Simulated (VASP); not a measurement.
# AlH6 (Fm-3m) in VASP: a series of runs, part 3 of 3

VASP 6.6.1. Earlier steps stand in the parts before.

## 6. Relaxation of cell and atoms, PBE

Input file INCAR:

```
SYSTEM = AlH6
ALGO = Normal
EDIFF = 1E-6
EDIFFG = -0.01
ENCUT = 600
GGA = PE
IBRION = 2
ISIF = 3
ISMEAR = 0
LASPH = .TRUE.
LCHARG = .FALSE.
LREAL = .FALSE.
LWAVE = .FALSE.
NELM = 100
NSW = 100
PREC = Accurate
SIGMA = 0.1
```

Input file KPOINTS:

```
k-points
0
G
  12 12 12
  0 0 0
```

Input file POSCAR:

```
AlH6
1.0
    0.0000000000      2.6801036683      2.6801036683
    2.6801036683      0.0000000000      2.6801036683
    2.6801036683      2.6801036683      0.0000000000
Al H
1 6
Direct
    0.0000000000      0.0000000000      0.0000000000
    0.5000000000      0.5000000000      0.0000000000
    0.5000000000      0.0000000000      0.5000000000
    0.0000000000      0.0000000000      0.5000000000
    0.0000000000      0.5000000000      0.0000000000
    0.0000000000      0.5000000000      0.5000000000
    0.5000000000      0.0000000000      0.0000000000
```

Potentials or basis: VASP PAW PBE potentials, release 64 (Al, H).

Started as:

```bash
$ cat potpaw_PBE.64/Al/POTCAR potpaw_PBE.64/H/POTCAR > POTCAR
$ mpirun -np 1 vasp_std > vasp.out
```

OUTCAR:

```text
SYSTEM = AlH6
   EDIFF = 1E-6
   EDIFFG = -0.01
   ENCUT = 600
   GGA = PE
   IBRION = 2
   ISIF = 3
   ISMEAR = 0
   LASPH = .TRUE.
   LREAL = .FALSE.
   NELM = 100
   NSW = 100
   PREC = Accurate

 ion  position               nearest neighbor table
   1  0.000  0.000  0.000-   4 1.90   5 1.90   7 1.90   3 1.90   4 1.90   6 1.90   2 1.90   5 1.90
                             6 1.90   2 1.90   3 1.90   7 1.90
   2  0.500  0.500  0.000-   1 1.90   1 1.90
   3  0.500  0.000  0.500-   1 1.90   1 1.90
   4  0.000  0.000  0.500-   1 1.90   1 1.90
   5  0.000  0.500  0.000-   1 1.90   1 1.90
   6  0.000  0.500  0.500-   1 1.90   1 1.90
   7  0.500  0.000  0.000-   1 1.90   1 1.90

  LATTYP: Found a face centered cubic cell.
 ALAT       =     5.3602073366

  Lattice vectors:

 A1 = (   0.0000000000,   2.6801036683,   2.6801036683)
 A2 = (   2.6801036683,   0.0000000000,   2.6801036683)
 A3 = (   2.6801036683,   2.6801036683,   0.0000000000)
[... 189 lines left out ...]
 cond. band min:       3.0918874620   @ k =  -0.3333   0.0833   0.0000
 fundamental gap:      0.0948820202
 Fermi energy:         3.0410016990

 k-point     1 :       0.0000    0.0000    0.0000
  band No.  band energies     occupation
      1      -9.1293      2.00000
      2       1.9276      2.00000
      3       1.9276      2.00000
      4       1.9276      2.00000
      5       6.0768      0.00000
      6       6.0768      0.00000
      7       7.4074      0.00000
      8       7.4074      0.00000
[... 243 lines left out ...]
 k-point    24 :      -0.4167    0.1667    0.0000
  band No.  band energies     occupation
      1      -5.6851      2.00000
      2      -4.6806      2.00000
      3      -0.1363      2.00000
      4       1.2162      2.00000
      5       3.2489      0.00328
      6       4.3467      0.00000
      7       8.6311      0.00000
      8      11.4587      0.00000

 [... further k-points ...]
[... 5 lines left out ...]
  --------------------------------------------------------------------------------------
  -------------------------------------------------------------------------------------
  Total        0.0059825      0.0059825      0.0059825      0.0000000     -0.0000000      0.0000000
  in kB        0.2489477      0.2489477      0.2489477      0.0000000     -0.0000000      0.0000000
  external PRESSURE =       0.2489477 kB  Pullay stress =       0.0000000 kB

 VOLUME and BASIS-vectors are now :
 -----------------------------------------------------------------------------
  energy-cutoff  :      600.00
  volume of cell :       38.50
      direct lattice vectors                 reciprocal lattice vectors
     0.000000000  2.680103668  2.680103668    -0.186559948  0.186559948  0.186559948
     2.680103668  0.000000000  2.680103668     0.186559948 -0.186559948  0.186559948
     2.680103668  2.680103668  0.000000000     0.186559948  0.186559948 -0.186559948

 POSITION                                       TOTAL-FORCE (eV/Angst)
 -----------------------------------------------------------------------------------
      0.00000      0.00000      0.00000         0.000000      0.000000      0.000000
      1.34005      1.34005      2.68010         0.000000      0.000000     -0.000000
      1.34005      2.68010      1.34005         0.000000     -0.000000      0.000000
      1.34005      1.34005      0.00000         0.000000      0.000000     -0.000000
      1.34005      0.00000      1.34005        -0.000000     -0.000000      0.000000
      2.68010      1.34005      1.34005        -0.000000      0.000000      0.000000
      0.00000      1.34005      1.34005        -0.000000     -0.000000      0.000000
 -----------------------------------------------------------------------------------
    total drift:                                0.000000      0.000000     -0.000000

  FREE ENERGIE OF THE ION-ELECTRON SYSTEM (eV)
  ---------------------------------------------------
  free  energy   TOTEN  =       -18.8637273954 eV

  energy  without entropy=      -18.8593596477  energy(sigma->0) =      -18.86154352

 reached required accuracy - stopping structural energy minimisation
```

CONTCAR:

```text
AlH6
   1.00000000000000
     0.0000000000000000    2.6801036683000001    2.6801036683000001
     2.6801036683000001    0.0000000000000000    2.6801036683000001
     2.6801036683000001    2.6801036683000001    0.0000000000000000
  Al              H
     1     6
Direct
     0.0000000000000000    0.0000000000000000    0.0000000000000000
     0.5000000000000000    0.5000000000000000    0.0000000000000000
     0.5000000000000000    0.0000000000000000    0.5000000000000000
     0.0000000000000000    0.0000000000000000    0.5000000000000000
     0.0000000000000000    0.5000000000000000    0.0000000000000000
     0.0000000000000000    0.5000000000000000    0.5000000000000000
     0.5000000000000000    0.0000000000000000    0.0000000000000000

  0.00000000E+00  0.00000000E+00  0.00000000E+00
  0.00000000E+00  0.00000000E+00  0.00000000E+00
  0.00000000E+00  0.00000000E+00  0.00000000E+00
  0.00000000E+00  0.00000000E+00  0.00000000E+00
  0.00000000E+00  0.00000000E+00  0.00000000E+00
  0.00000000E+00  0.00000000E+00  0.00000000E+00
  0.00000000E+00  0.00000000E+00  0.00000000E+00
```

It took 33 s on 1 thread of AMD EPYC 7R13 (Zen 3), shared host; peak memory 0.14 GiB.

What came out:

```
Free energy             : -18.8637 eV
Pressure after relaxing : 0.0 GPa
```

Final structure:
```xyz
7
Lattice="0.0000 2.6801 2.6801 2.6801 0.0000 2.6801 2.6801 2.6801 0.0000" Properties=species:S:1:pos:R:3 pbc="T T T"
Al    0.0000    0.0000    0.0000
H     1.3401    1.3401    2.6801
H     1.3401    2.6801    1.3401
H     1.3401    1.3401    0.0000
H     1.3401    0.0000    1.3401
H     2.6801    1.3401    1.3401
H     0.0000    1.3401    1.3401
```

Levels at points of the mesh, in eV from the Fermi level:
```tsv
k point	band 1	band 2	band 3	band 4	band 5	band 6	band 7	band 8
(0.00, 0.00, 0.00)	-12.17	-1.11	-1.11	-1.11	3.04	3.04	4.37	4.37
(0.50, 0.00, 0.00)	-8.92	-8.20	-0.78	-0.78	-0.06	-0.06	3.91	7.79
(0.50, 0.50, 0.00)	-7.99	-6.63	-3.60	-3.60	-3.20	2.45	4.99	13.27
```

Caveat: the relaxation stopped at its first step, so nothing moved.

## 7. Overview

```csv
task,cell,k mesh,cutoff (eV),gap on the mesh (eV),pressure (GPa)
single point,"a = 3.790 Å, angles 60.0°, 7 atoms",6 × 6 × 6,520,none,-0.3
single point,"a = 4.515 Å, angles 60.0°, 7 atoms",6 × 6 × 6,520,none,-19.0
single point,"a = 3.792 Å, angles 60.0°, 7 atoms",12 × 12 × 12,520,none,-0.2
relaxation of cell and atoms,"relaxed from a = 4.515 Å, angles 60.0°, 7 atoms",6 × 6 × 6,600,none,-0.9
relaxation of cell and atoms,"relaxed from a = 3.790 Å, angles 60.0°, 7 atoms",12 × 12 × 12,600,none,0.0
```

Alike in all rows: level PBE; potentials or basis VASP PAW PBE potentials, release 64 (Al, H); no spin polarisation; smearing gaussian 0.1 eV.

Caveats: the relaxation stopped at its first step, so nothing moved (some runs).

Total energies depend on the potentials used, so only differences within one code and one set of settings carry meaning.
